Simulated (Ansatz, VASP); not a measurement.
**One calculation of MgS, two programs**

```xyz
2
Lattice="0.0000 2.9124 2.9124 2.9124 0.0000 2.9124 2.9124 2.9124 0.0000" Properties=species:S:1:pos:R:3 pbc="T T T"
Mg    0.0000    0.0000    0.0000
S     4.3686    4.3686    4.3686
```

Alike in both runs: task single point; functional PBE; k mesh 8 × 8 × 8; occupations gaussian, width 0.02 eV; no spin polarisation.

|  | VASP | Ansatz |
| --- | --- | --- |
| version | VASP 6.6.1 | Ansatz 0.2.0 |
| potentials or method | VASP PAW PBE potentials, release 64 (Mg, S), cutoff 520 eV | scalar-relativistic, plane waves, PAW |
| valence electrons in the cell | 8 | 16 |

VASP gave:

| Item | Value |
| --- | --- |
| gap on the k mesh at the Fermi level (eV) | 3.05 |
| least direct gap on the mesh (eV) | 3.05 |
| pressure (GPa) | -3.3 |

Which values does Ansatz return?

gap on the k mesh at the Fermi level (eV): 3.06; least direct gap on the mesh (eV): 3.06; pressure (GPa): -3.2.

The functional is the same, so the differences come from potentials, cutoffs and numerics. VASP's potentials hold 8 valence electrons a cell and Ansatz's 16, so a difference there can come from the potentials and not from the codes.
